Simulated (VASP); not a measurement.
The system is TiS2.

```
Ti S
1.0
     3.41200    0.00000    0.00000
    -1.70600    2.95488    0.00000
     0.00000    0.00000    5.69500
Ti S
1 2
Cartesian
  0.0000 0.0000 0.0000
  0.0000 1.9699 1.4238
  1.7060 0.9850 4.2713
```

```yaml
Program: VASP 6.6.1
Task: relaxation of cell and atoms
Functional: r2SCAN
Potentials_or_basis: VASP PAW PBE potentials, release 64 (Ti_sv, S)
Cutoff: 550 eV
k_mesh: 12 × 12 × 6
Occupations: gaussian, width 0.01 eV
Spin: no spin polarisation
```

At the start: pressure -0.1 GPa; volume 19.14 Å³/atom.

Q: Where does the relaxation end?

A: Over 12 steps the energy falls by 6.7 meV/atom and the volume is 20.21 Å³/atom (+5.6 %); space group P-3m1 (No. 164, to 0.1 Å) before and after.

The path:
```tsv
step	energy change (eV)	largest force (eV/Å)	pressure (GPa)	volume (Å³)
1	0.0000	0.3081	-0.07	57.42
2	-0.0056	0.0688	0.98	57.35
3	-0.0057	0.0344	1.13	57.34
4	-0.0097	0.0417	0.47	58.02
5	-0.0112	0.0518	-0.34	58.91
6	-0.0143	0.0198	-0.24	59.24
7	-0.0189	0.0763	0.18	60.23
8	-0.0191	0.0961	0.28	60.45
9	-0.0191	0.0941	-0.69	61.05
10	-0.0199	0.0023	-0.21	60.74
11	-0.0200	0.0052	0.08	60.57
12	-0.0201	0.0047	0.00	60.62
```

Final structure:
```xyz
3
Lattice="3.4270 0.0000 0.0000 -1.7135 2.9679 0.0000 0.0000 0.0000 5.9598" Properties=species:S:1:pos:R:3 pbc="T T T"
Ti    0.0000    0.0000    0.0000
S     0.0000    1.9786    1.4014
S     1.7135    0.9893    4.5584
```

Caveat: the PAW data sets were made with another functional, which shifts forces and pressure a little.
